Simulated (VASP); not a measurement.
# BN (R3m) in VASP: a series of runs

Aim: see how the results for BN move with the level of theory and the settings. Levels: HSE06, r2SCAN. Tasks: single point.

Program: VASP 6.6.1. These are calculated values, not measurements. Logs are shortened: lines on timing, memory, paths and dates and some standing lists are left out, and cuts for length are marked.

## 1. The cell of the first run

It takes space group R3m (No. 160, trigonal). Conventional cell: a = 2.655 Å, b = 2.655 Å, c = 6.214 Å, α = 90.00°, β = 90.00°, γ = 120.00°. Within 2.1 Å of B (site symmetry 3m) lie 4 N at 1.55 to 1.62 Å. Within 2.1 Å of N (site symmetry 3m) lie 4 B at 1.55 to 1.62 Å.

## 2. Single point, HSE06 (epitaxial 111 strain +4.0%)

The input, POSCAR:

```
BN
1.0
   -0.0554560606      1.8215624230      1.8215624230
    1.8215624230     -0.0554560606      1.8215624230
    1.8215624230      1.8215624230     -0.0554560606
B N
1 1
Direct
    0.0001022611      0.0001022611      0.0001022611
    0.2498977389      0.2498977389      0.2498977389
```

The input, INCAR.step1:

```
SYSTEM = BN
PREC = Accurate
ENCUT = 520
EDIFF = 1E-5
ISMEAR = 0
SIGMA = 0.01
LREAL = .False.
LASPH = .True.
NELM = 60
ALGO = Normal
ISIF = 2
LWAVE = .True.
LCHARG = .False.
GGA = PE
NBANDS = 11
```

The input, INCAR.step2:

```
SYSTEM = BN
PREC = Accurate
ENCUT = 520
EDIFF = 1E-6
ISMEAR = 0
SIGMA = 0.01
LREAL = .False.
LASPH = .True.
NELM = 60
ALGO = Normal
ISIF = 2
LWAVE = .False.
LCHARG = .False.
GGA = PE
LHFCALC = .True.
HFSCREEN = 0.2079
PRECFOCK = Normal
ISTART = 1
NBANDS = 11
```

The input, KPOINTS:

```
regular mesh
0
Gamma
  8 8 8
  0 0 0
```

Potentials or basis: VASP PAW PBE potentials, release 64 (B, N).

Command:

```
cat potpaw_PBE.64/B/POTCAR potpaw_PBE.64/N/POTCAR > POTCAR
cp INCAR.step1 INCAR
mpirun -np 1 vasp_std > vasp.out
cp INCAR.step2 INCAR
mpirun -np 1 vasp_std > vasp.out
```

OUTCAR:

```text
SYSTEM = BN
   PREC = Accurate
   ENCUT = 520
   EDIFF = 1E-6
   ISMEAR = 0
   LREAL = .False.
   LASPH = .True.
   NELM = 60
   ISIF = 2
   GGA = PE
   LHFCALC = .True.
   HFSCREEN = 0.2079
   PRECFOCK = Normal
   ISTART = 1

 ion  position               nearest neighbor table
   1  0.000  0.000  0.000-   2 1.55   2 1.62   2 1.62   2 1.62
   2  0.250  0.250  0.250-   1 1.55   1 1.62   1 1.62   1 1.62

  LATTYP: Found a trigonal (rhomboedric) cell.
 ALAT       =     2.5766751243
 COS(alpha) =     0.4693382693

  Lattice vectors:

 A1 = (  -0.0554560606,   1.8215624230,   1.8215624230)
 A2 = (   1.8215624230,  -0.0554560606,   1.8215624230)
 A3 = (   1.8215624230,   1.8215624230,  -0.0554560606)

Analysis of symmetry for initial positions (statically):
=====================================================================
 Subroutine PRICEL returns:
 Original cell was already a primitive cell.

 Routine SETGRP: Setting up the symmetry group for a
 trigonal (rhombohedral) supercell.

 Subroutine GETGRP returns: Found  6 space group operations
 (whereof  6 operations were pure point group operations)
 out of a pool of 12 trial point group operations.

The static configuration has the point symmetry C_3v.

Analysis of symmetry for dynamics (positions and initial velocities):
=====================================================================
 Subroutine PRICEL returns:
 Original cell was already a primitive cell.

 Routine SETGRP: Setting up the symmetry group for a
 trigonal (rhombohedral) supercell.

 Subroutine GETGRP returns: Found  6 space group operations
 (whereof  6 operations were pure point group operations)
 out of a pool of 12 trial point group operations.

The dynamic configuration has the point symmetry C_3v.

 Subroutine INISYM returns: Found  6 space group operations
 (whereof  6 operations are pure point group operations),
 and found     1 'primitive' translations

----------------------------------------------------------------------------------------

                                     Primitive cell

  volume of cell :      12.6401

  direct lattice vectors                    reciprocal lattice vectors
    -0.055456061  1.821562423  1.821562423    -0.262262359  0.270497445  0.270497445
     1.821562423 -0.055456061  1.821562423     0.270497445 -0.262262359  0.270497445
     1.821562423  1.821562423 -0.055456061     0.270497445  0.270497445 -0.262262359

  length of vectors
     2.576675124  2.576675124  2.576675124     0.463809531  0.463809531  0.463809531

  position of ions in fractional coordinates (direct lattice)
     0.000102261  0.000102261  0.000102261
     0.249897739  0.249897739  0.249897739

  ion indices of the primitive-cell ions
   primitive index   ion index
                 1           1
                 2           2

----------------------------------------------------------------------------------------

 KPOINTS: regular mesh

Automatic generation of k-mesh.
 Grid dimensions read from file:
 generate k-points for:    8    8    8

 Generating k-lattice:

  Cartesian coordinates                     Fractional coordinates (reciprocal lattice)
    -0.032782795  0.033812181  0.033812181     0.125000000 -0.000000000 -0.000000000
     0.033812181 -0.032782795  0.033812181    -0.000000000  0.125000000 -0.000000000
     0.033812181  0.033812181 -0.032782795    -0.000000000 -0.000000000  0.125000000

  Length of vectors
     0.057976191  0.057976191  0.057976191

  Shift w.r.t. Gamma in fractional coordinates (k-lattice)
     0.000000000  0.000000000  0.000000000

 Subroutine IBZKPT returns following result:
 ===========================================

 Found     65 irreducible k-points:

 Following reciprocal coordinates:
            Coordinates               Weight
  0.000000  0.000000  0.000000      1.000000
  0.125000  0.000000  0.000000      6.000000
  0.250000  0.000000  0.000000      6.000000
  0.375000  0.000000 -0.000000      6.000000
  0.500000  0.000000  0.000000      3.000000
  0.125000  0.125000  0.000000      6.000000
[... 41 lines left out ...]

 Free energy of the ion-electron system (eV)
  ---------------------------------------------------
  ext. energy  EPLUGINS =         0.00000000
  ---------------------------------------------------
  free energy    TOTEN  =       -20.19226191 eV

  energy without entropy =      -20.19226191  energy(sigma->0) =      -20.19226191

 E-fermi :   5.8041     XC(G=0): -10.2324

 val. band max:        5.7628657781   @ k =   0.0000   0.0000   0.0000
 cond. band min:      11.3766598650   @ k =   0.5000   0.5000   0.0000
 fundamental gap:      5.6137940869
 Fermi energy:         5.8041241830

 k-point     1 :       0.0000    0.0000    0.0000
  band No.  band energies     occupation
      1     -15.5795      2.00000
      2       5.7318      2.00000
      3       5.7318      2.00000
      4       5.7629      2.00000
      5      15.5470      0.00000
      6      15.5470      0.00000
      7      15.7047      0.00000
      8      17.8465      0.00000
      9      31.1762      0.00000
     10      34.6663      0.00000
     11      34.6663      0.00000

 k-point     2 :       0.1250    0.0000    0.0000
  band No.  band energies     occupation
      1     -15.2023      2.00000
      2       3.7254      2.00000
      3       5.3965      2.00000
      4       5.4000      2.00000
      5      15.8335      0.00000
      6      16.0957      0.00000
      7      16.9436      0.00000
      8      18.5416      0.00000
      9      30.8801      0.00000
     10      31.3704      0.00000
     11      32.2242      0.00000

 k-point     3 :       0.2500    0.0000    0.0000
  band No.  band energies     occupation
      1     -14.1143      2.00000
      2      -0.0470      2.00000
      3       4.6534      2.00000
      4       4.7223      2.00000
      5      16.3388      0.00000
      6      17.0558      0.00000
      7      18.1436      0.00000
      8      20.4551      0.00000
      9      30.1489      0.00000
     10      30.1772      0.00000
     11      31.4531      0.00000
[... 267 lines left out ...]
 k-point    23 :       0.2500    0.1250    0.1250
  band No.  band energies     occupation
      1     -14.5281      2.00000
      2       2.1303      2.00000
      3       3.7018      2.00000
      4       5.2957      2.00000
      5      16.2426      0.00000
      6      16.4424      0.00000
      7      17.4348      0.00000
      8      20.0816      0.00000
      9      28.5469      0.00000
     10      29.3802      0.00000
     11      33.3333      0.00000

 k-point    24 :       0.3750    0.1250    0.1250
  band No.  band energies     occupation
      1     -13.2390      2.00000
      2      -1.2622      2.00000
      3       2.7530      2.00000
      4       4.6241      2.00000
      5      17.1160      0.00000
      6      17.4336      0.00000
      7      18.2844      0.00000
      8      20.8360      0.00000
      9      28.2054      0.00000
     10      29.5600      0.00000
     11      33.5682      0.00000

 [... further k-points ...]

------------------------ aborting loop because EDIFF is reached ----------------------------------------

  FORCE on cell =-STRESS in cart. coord.  units (eV):
  Direction    XX          YY          ZZ          XY          YZ          ZX
  --------------------------------------------------------------------------------------
  -------------------------------------------------------------------------------------
  Total       -2.1903254     -2.1903254     -2.1903254      0.9565209      0.9565209      0.9565209
  in kB     -277.6321599   -277.6321599   -277.6321599    121.2427060    121.2427060    121.2427060
  external PRESSURE =    -277.6321599 kB  Pullay stress =       0.0000000 kB

 VOLUME and BASIS-vectors are now :
 -----------------------------------------------------------------------------
  energy-cutoff  :      520.00
  volume of cell :       12.64
      direct lattice vectors                 reciprocal lattice vectors
    -0.055456061  1.821562423  1.821562423    -0.262262359  0.270497445  0.270497445
     1.821562423 -0.055456061  1.821562423     0.270497445 -0.262262359  0.270497445
     1.821562423  1.821562423 -0.055456061     0.270497445  0.270497445 -0.262262359

 POSITION                                       TOTAL-FORCE (eV/Angst)
 -----------------------------------------------------------------------------------
      0.00037      0.00037      0.00037        -0.028042     -0.028042     -0.028042
      0.89655      0.89655      0.89655         0.028042      0.028042      0.028042
 -----------------------------------------------------------------------------------
    total drift:                                0.000017      0.000017      0.000017

  FREE ENERGIE OF THE ION-ELECTRON SYSTEM (eV)
  ---------------------------------------------------
  free  energy   TOTEN  =       -20.1922619095 eV

  energy  without entropy=      -20.1922619095  energy(sigma->0) =      -20.19226191
```

Wall time 33 min (1 thread of Intel Xeon 8259CL, shared host); peak memory 0.23 GiB.

Results:

```yaml
Free_energy: -20.1923 eV
Pressure: -27.8 GPa
Largest_force: 0.049 eV/Å
Band_gap_on_the_k_mesh: 5.61 eV (least direct gap 9.78 eV)
```

Forces in eV/Å, atoms in the order of the input:
```
B   -0.028 -0.028 -0.028
N    0.028  0.028  0.028
```

Levels at points of the mesh, in eV from the valence-band top:
| k point | band 2 | band 3 | band 4 | band 5 | band 6 | band 7 |
| --- | --- | --- | --- | --- | --- | --- |
| (0.00, 0.00, 0.00) | -0.03 | -0.03 | 0.00 | 9.78 | 9.78 | 9.94 |
| (0.50, 0.00, 0.00) | -11.03 | -1.95 | -1.79 | 10.99 | 11.75 | 12.85 |
| (0.50, 0.50, 0.00) | -9.34 | -5.25 | -4.69 | 5.61 | 10.39 | 19.18 |
| (0.50, 0.50, 0.50) | -10.91 | -2.31 | -2.31 | 10.12 | 11.77 | 11.77 |

Caveat: the cell differs from its parent crystal (epitaxial 111 strain +4.0%); the cell stands under tension; the PAW data sets were made with another functional, which shifts forces and pressure a little. A k mesh can miss the band edges.

## 3. Single point, HSE06 (epitaxial 111 strain -2.0%)

The input, POSCAR:

```
BN
1.0
    0.0279397916      1.7966687473      1.7966687473
    1.7966687473      0.0279397916      1.7966687473
    1.7966687473      1.7966687473      0.0279397916
B N
1 1
Direct
    0.0001412061      0.0001412061      0.0001412061
    0.2498587939      0.2498587939      0.2498587939
```

The input, INCAR.step1:

```
PREC     = Accurate       # precision mode
ENCUT    = 520            # plane-wave cutoff, eV
EDIFF    = 1E-5           # SCF threshold, eV
ISMEAR   = 0              # smearing method
SIGMA    = 0.01           # smearing width, eV
LREAL    = F              # projectors in reciprocal space
LASPH    = T              # aspherical terms in the spheres
NELM     = 80             # most SCF steps
ALGO     = Normal         # electronic algorithm
ISIF     = 2              # what is computed and relaxed
LWAVE    = T              # write WAVECAR
LCHARG   = F              # write CHGCAR
GGA      = PE             # functional
NBANDS   = 11             # bands
```

The input, INCAR.step2:

```
PREC     = Accurate       # precision mode
ENCUT    = 520            # plane-wave cutoff, eV
EDIFF    = 1E-7           # SCF threshold, eV
ISMEAR   = 0              # smearing method
SIGMA    = 0.01           # smearing width, eV
LREAL    = F              # projectors in reciprocal space
LASPH    = T              # aspherical terms in the spheres
NELM     = 80             # most SCF steps
ALGO     = Normal         # electronic algorithm
ISIF     = 2              # what is computed and relaxed
LWAVE    = F              # write WAVECAR
LCHARG   = F              # write CHGCAR
GGA      = PE             # functional
LHFCALC  = T              # exact exchange
HFSCREEN = 0.2079         # screening, 1/A
PRECFOCK = Normal       
ISTART   = 1            
NBANDS   = 11             # bands
```

The input, KPOINTS:

```
regular mesh
0
Gamma
  8 8 8
```

Potentials or basis: VASP PAW PBE potentials, release 64 (B, N).

Command:

```
cat potpaw_PBE.64/B/POTCAR potpaw_PBE.64/N/POTCAR > POTCAR
cp INCAR.step1 INCAR
mpirun -np 1 vasp_std > vasp.out
cp INCAR.step2 INCAR
mpirun -np 1 vasp_std > vasp.out
```

Wall time 48 min (1 thread of Intel Xeon 8259CL, shared host); peak memory 0.23 GiB.

Results (log left out):

```
Free energy            : -20.3036 eV
Pressure               : 11.9 GPa
Largest force          : 0.025 eV/Å
Band gap on the k mesh : 5.77 eV (least direct gap 10.16 eV)
```

Forces in eV/Å, atoms in the order of the input:
```
B    0.015  0.015  0.015
N   -0.015 -0.015 -0.015
```

Stress tensor (GPa, compression positive):
```
11.91 -8.01 -8.01
-8.01 11.91 -8.01
-8.01 -8.01 11.91
```

Levels at points of the mesh, in eV from the valence-band top:
| k point | band 2 | band 3 | band 4 | band 5 | band 6 | band 7 |
| --- | --- | --- | --- | --- | --- | --- |
| (0.00, 0.00, 0.00) | -0.13 | 0.00 | 0.00 | 10.16 | 10.95 | 10.95 |
| (0.50, 0.00, 0.00) | -12.06 | -2.31 | -2.28 | 12.02 | 12.62 | 12.87 |
| (0.50, 0.50, 0.00) | -10.10 | -5.73 | -5.42 | 5.77 | 10.96 | 21.02 |
| (0.50, 0.50, 0.50) | -12.14 | -2.03 | -2.03 | 12.84 | 12.91 | 12.91 |

Caveat: the cell differs from its parent crystal (epitaxial 111 strain -2.0%); the cell stands under pressure; the PAW data sets were made with another functional, which shifts forces and pressure a little.

## 4. Single point, HSE06 (epitaxial 111 strain -3.0%)

The input, POSCAR:

```
BN
1.0
    0.0418970831      1.7925777841      1.7925777841
    1.7925777841      0.0418970831      1.7925777841
    1.7925777841      1.7925777841      0.0418970831
B N
1 1
Direct
    0.0002707312      0.0002707312      0.0002707312
    0.2497292688      0.2497292688      0.2497292688
```

The input, INCAR.step1:

```
  ALGO = Normal
  EDIFF = 1E-5
  ENCUT = 520
  GGA = PE
  ISIF = 2
  ISMEAR = 0
  LASPH = T
  LCHARG = F
  LREAL = F
  LWAVE = T
  NBANDS = 11
  NELM = 100
  PREC = Accurate
  SIGMA = 0.01
```

The input, INCAR.step2:

```
  ALGO = Normal
  EDIFF = 1E-6
  ENCUT = 520
  GGA = PE
  HFSCREEN = 0.2079
  ISIF = 2
  ISMEAR = 0
  ISTART = 1
  LASPH = T
  LCHARG = F
  LHFCALC = T
  LREAL = F
  LWAVE = F
  NBANDS = 11
  NELM = 100
  PREC = Accurate
  PRECFOCK = Normal
  SIGMA = 0.01
```

The input, KPOINTS:

```
k-points
0
Gamma
  8 8 8
```

Command:

```
cat potpaw_PBE.64/B/POTCAR potpaw_PBE.64/N/POTCAR > POTCAR
cp INCAR.step1 INCAR
mpirun -np 1 vasp_std > vasp.out
cp INCAR.step2 INCAR
mpirun -np 1 vasp_std > vasp.out
```

Run time: 15 min. Hardware: 1 thread of Intel Xeon Platinum 8488C (Sapphire Rapids), shared host; peak memory 0.23 GiB.

The run converged. Its results:

```
Free energy            : -20.2645 eV
Pressure               : 21.0 GPa
Largest force          : 0.037 eV/Å
Band gap on the k mesh : 5.74 eV (least direct gap 9.89 eV)
```

Forces on the atoms (eV/Å):
```
B    0.022  0.022  0.022
N   -0.022 -0.022 -0.022
```

Stress tensor (GPa, compression positive):
```
 20.95 -12.57 -12.57
-12.57  20.95 -12.57
-12.57 -12.57  20.95
```

Levels at points of the mesh, in eV from the valence-band top:
```tsv
k point	band 2	band 3	band 4	band 5	band 6	band 7
(0.00, 0.00, 0.00)	-0.23	0.00	0.00	9.89	11.13	11.13
(0.50, 0.00, 0.00)	-12.28	-2.41	-2.39	11.95	12.79	13.02
(0.50, 0.50, 0.00)	-10.28	-5.94	-5.46	5.74	11.07	21.22
(0.50, 0.50, 0.50)	-12.40	-1.99	-1.99	13.10	13.10	13.33
```

Caveat: the cell differs from its parent crystal (epitaxial 111 strain -3.0%); the cell stands under pressure; the PAW data sets were made with another functional, which shifts forces and pressure a little.

## 5. Single point, r2SCAN (epitaxial 111 strain +3.0%)

The input, POSCAR:

```
BN
1.0
   -0.0416672041      1.8173030249      1.8173030249
    1.8173030249     -0.0416672041      1.8173030249
    1.8173030249      1.8173030249     -0.0416672041
B N
1 1
Direct
    0.0000135516      0.0000135516      0.0000135516
    0.2499864484      0.2499864484      0.2499864484
```

The input, INCAR.step1:

```
SYSTEM = BN
ALGO = Normal
EDIFF = 1E-4
ENCUT = 520
GGA = PE
ISMEAR = 0
LASPH = .TRUE.
LCHARG = .FALSE.
LREAL = .FALSE.
LWAVE = .TRUE.
NBANDS = 11
NELM = 60
PREC = Accurate
SIGMA = 0.01
```

The input, INCAR.step2:

```
SYSTEM = BN
ALGO = Normal
EDIFF = 1E-6
ENCUT = 520
ISIF = 2
ISMEAR = 0
ISTART = 1
LASPH = .TRUE.
LCHARG = .FALSE.
LMIXTAU = .TRUE.
LREAL = .FALSE.
LWAVE = .FALSE.
METAGGA = R2SCAN
NBANDS = 11
NELM = 60
PREC = Accurate
SIGMA = 0.01
```

The input, KPOINTS:

```
k-points
0
G
  12 12 12
  0 0 0
```

Command:

```
cat potpaw_PBE.64/B/POTCAR potpaw_PBE.64/N/POTCAR > POTCAR
cp INCAR.step1 INCAR
mpirun -np 1 vasp_std > vasp.out
cp INCAR.step2 INCAR
mpirun -np 1 vasp_std > vasp.out
```

It took 32 s on 1 thread of Intel Xeon 6975P-C (Granite Rapids), shared host; peak memory 0.14 GiB.

It converged, with:

```yaml
Free_energy: -19.1112 eV
Pressure: -17.9 GPa
Band_gap_on_the_k_mesh: 4.83 eV (least direct gap 8.93 eV)
```

Forces in eV/Å, atoms in the order of the input:
```
B   -0.001 -0.001 -0.001
N    0.001  0.001  0.001
```

Stress tensor (GPa, compression positive):
```
-17.88   9.45   9.45
  9.45 -17.88   9.45
  9.45   9.45 -17.88
```

Levels at points of the mesh, in eV from the valence-band top:
```
           k point  band 1  band 2  band 3  band 4  band 5  band 6  band 7  band 8
(0.00, 0.00, 0.00)  -20.78   -0.08   -0.08    0.00    8.93    8.93    9.17   10.84
(0.50, 0.00, 0.00)  -16.82  -10.70   -1.93   -1.84   10.14   10.89   11.67   15.78
(0.50, 0.50, 0.00)  -15.38   -9.05   -5.11   -4.68    4.83    9.51   18.31   18.38
(0.50, 0.50, 0.50)  -16.44  -10.60   -2.23   -2.23    9.45   10.89   10.89   15.87
```

Caveat: the cell differs from its parent crystal (epitaxial 111 strain +3.0%); the cell stands under tension; the PAW data sets were made with another functional, which shifts forces and pressure a little.

## 6. Overview

| level | cell | k mesh | grid for exact exchange (PRECFOCK) | share of exact exchange | screening parameter | gap on the mesh (eV) | pressure (GPa) | largest force (eV/Å) |
| --- | --- | --- | --- | --- | --- | --- | --- | --- |
| HSE06 | a = 2.577 Å, angles 62.0°, 2 atoms, atomic positions A | 8 × 8 × 8 | Normal | 0.25 | 0.2079 1/Å | 5.61 | -27.8 | 0.05 |
| HSE06 | a = 2.541 Å, angles 59.0°, 2 atoms, atomic positions A | 8 × 8 × 8 | Normal | 0.25 | 0.2079 1/Å | 5.77 | 11.9 | 0.03 |
| HSE06 | a = 2.535 Å, angles 58.5°, 2 atoms, atomic positions B | 8 × 8 × 8 | Normal | 0.25 | 0.2079 1/Å | 5.74 | 21.0 | 0.04 |
| r2SCAN | a = 2.570 Å, angles 61.5°, 2 atoms, atomic positions C | 12 × 12 × 12 | - | - | - | 4.83 | -17.9 | - |

Alike in all rows: task single point; potentials or basis VASP PAW PBE potentials, release 64 (B, N); no spin polarisation; cutoff (eV) 520; smearing gaussian 0.01 eV.

Caveats: the PAW data sets were made with another functional, which shifts forces and pressure a little; the cell stands under tension (at least some runs); the cell stands under pressure (at least some runs).

Absolute energies hang on the potentials; compare differences alone.
